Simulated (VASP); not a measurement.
## Be3ZnSe4: single point with PBE

Crystal: Be3ZnSe4.

```
CELL_PARAMETERS angstrom
3.82464 0.00000 0.00000
-1.91232 3.31224 0.00000
0.00000 0.00000 12.62935
ATOMIC_POSITIONS crystal
Be 0.66667 0.33333 0.01247
Be 0.66667 0.33333 0.49345
Be 0.00000 0.00000 0.25337
Zn 0.00000 0.00000 0.75486
Se 0.66667 0.33333 0.19385
Se 0.66667 0.33333 0.67377
Se 0.00000 0.00000 0.43455
Se 0.00000 0.00000 0.95367
```

This cell differs from its parent crystal: volume scaled by 1.06, then relaxed in part.

```
Program             : VASP 6.6.1
Task                : single point
Functional          : PBE
Potentials or basis : VASP PAW PBE potentials, release 64 (Be, Zn, Se)
Cutoff              : 520 eV
k mesh              : 6 × 6 × 2
Occupations         : gaussian, width 0.02 eV
Spin                : no spin polarisation
```

The pressure is -3.4 GPa, the largest force is 0.018 eV/Å and the band gap on the k mesh is 2.42 eV, direct.

Forces on the atoms (eV/Å):
```
Be   0.000  0.000 -0.005
Be   0.000  0.000 -0.007
Be   0.000  0.000 -0.006
Zn   0.000  0.000  0.014
Se   0.000  0.000  0.008
Se   0.000  0.000 -0.018
Se   0.000  0.000  0.006
Se   0.000  0.000  0.009
```

Levels at points of the mesh, in eV from the valence-band top:
```tsv
k point	band 17	band 18	band 19	band 20	band 21	band 22	band 23	band 24	band 25	band 26
(0.00, 0.00, 0.00)	-0.75	-0.75	-0.52	0.00	0.00	2.42	3.02	3.41	3.60	4.42
(0.50, 0.00, 0.00)	-2.22	-2.20	-1.95	-1.84	-1.03	2.67	2.94	3.28	4.01	4.15
(0.00, 0.00, 0.50)	-1.17	-0.67	-0.67	-0.03	-0.03	3.01	3.08	3.30	3.60	4.46
(0.50, 0.00, 0.50)	-2.38	-2.01	-1.80	-1.66	-1.11	2.68	3.01	3.08	3.52	4.75
```

Wall time 46 s on 1 thread of Intel(R) Xeon(R) 6975P-C (Granite Rapids) (shared host), peak memory 0.28 GiB.

 A k mesh can miss the band edges.
